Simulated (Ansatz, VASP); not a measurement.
Two plane-wave programs on AlRu

```
CELL_PARAMETERS angstrom
2.98262 0.00000 0.00000
0.00000 2.98262 0.00000
0.00000 0.00000 2.98262
ATOMIC_POSITIONS crystal
Al 0.00000 0.00000 0.00000
Ru 0.50000 0.50000 0.50000
```

Alike in both runs: functional r2SCAN; k mesh 14 × 14 × 14; occupations gaussian, width 0.1 eV; no spin polarisation.

Ansatz relaxed the structure, and its values are those at the end. VASP's run is a single point on that final structure, the one shown.

|  | VASP | Ansatz |
| --- | --- | --- |
| version | VASP 6.6.1 | Ansatz 0.2.0 |
| potentials or method | VASP PAW PBE potentials, release 64 (Al, Ru_pv), cutoff 520 eV | scalar-relativistic, plane waves, PAW |
| valence electrons in the cell | 17 | 19 |

```tsv
	VASP	Ansatz	Ansatz less VASP
gap on the k mesh at the Fermi level (eV)	none	none	-
pressure (GPa)	0.1	0.0	-0.13
```

VASP's potentials were made for PBE, not for r2SCAN. A gap of «none» marks a metal or a gap that the smearing closes. VASP's potentials hold 17 valence electrons a cell and Ansatz's 19, so a difference there can come from the potentials and not from the codes.
